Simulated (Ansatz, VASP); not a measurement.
Two plane-wave programs on FeO

The input INCAR:

```
PREC = Accurate
ENCUT = 700
EDIFF = 1E-6
ISMEAR = -1
SIGMA = 0.05
LREAL = F
LASPH = T
NELM = 200
ALGO = Normal
ISIF = 2
LWAVE = F
LCHARG = T
ISPIN = 2
MAGMOM = 3 0
LORBIT = 11
LMAXMIX = 4
LELF = T
LVHAR = T
NBANDS = 22
GGA_COMPAT = F
```

The input KPOINTS:

```
regular mesh
0
Gamma
  6 6 6
```

File POSCAR:

```
FeO
1.0
    0.0000000000      2.1554001600      2.1554001600
    2.1554001600      0.0000000000      2.1554001600
    2.1554001600      2.1554001600      0.0000000000
Fe O
1 1
Direct
    0.0000000000      0.0000000000      0.0000000000
    0.5000000000      0.5000000000      0.5000000000
```

File input.yaml:

```yaml
crystal:
  lattice:
    - [0.0, 2.15540016, 2.15540016]
    - [2.15540016, 0.0, 2.15540016]
    - [2.15540016, 2.15540016, 0.0]
  atoms:
    - { symbol: Fe, position: [0.0, 0.0, 0.0], spin: 3.0 }
    - { symbol: O, position: [0.5, 0.5, 0.5] }
hamiltonian:
  xc: lda
  pseudopotentials: { kind: paw }
magnetization:
  spin_polarized: true
kpoints:
  mp_grid: { grid: [6, 6, 6] }
  band_path:
    path:
      - [[0.0, 0.0, 0.0], [0.5, 0.0, 0.5], [0.5, 0.25, 0.75], [0.375, 0.375, 0.75], [0.0, 0.0, 0.0], [0.5, 0.5, 0.5], [0.625, 0.25, 0.625], [0.5, 0.25, 0.75], [0.5, 0.5, 0.5], [0.375, 0.375, 0.75]]
      - [[0.625, 0.25, 0.625], [0.5, 0.0, 0.5]]
    npoints: 14
scf:
  occupations: { method: fermi_dirac, width: 0.05 }
  n_extra_bands: 6
output:
  forces: true
  stress: true
  eigenvalues: true
  fatbands: true
```

Alike in both runs: functional LDA; k mesh 6 × 6 × 6; occupations fermi-dirac, width 0.05 eV; collinear spin.

|  | VASP | Ansatz |
| --- | --- | --- |
| version | VASP 6.6.1 | Ansatz 0.2.0 |
| potentials or method | VASP PAW LDA potentials, release 64 (Fe_sv, O) | Ansatz PAW |
| plane-wave cutoff (eV) | 700 | 420 |
| valence electrons in the cell | 22 | 22 |
| task | single point | band structure |

```csv
,VASP,Ansatz,Ansatz less VASP
gap on the k mesh at the Fermi level (eV),none,none,-
pressure (GPa),-16.6,-15.4,+1.20
net moment per atom (μB),1.99,2.00,+0.008
size of the moment on the site where the two differ most (μB),0.31,0.34,+0.029
```

LDA's correlation is that of Perdew and Zunger in VASP and of Perdew and Wang (1992) in Ansatz. Site moments also hang on the region over which each program counts them. A gap of «none» marks a metal or a gap that the smearing closes.

The k mesh is coarse, so the values compare programs but aren't converged.
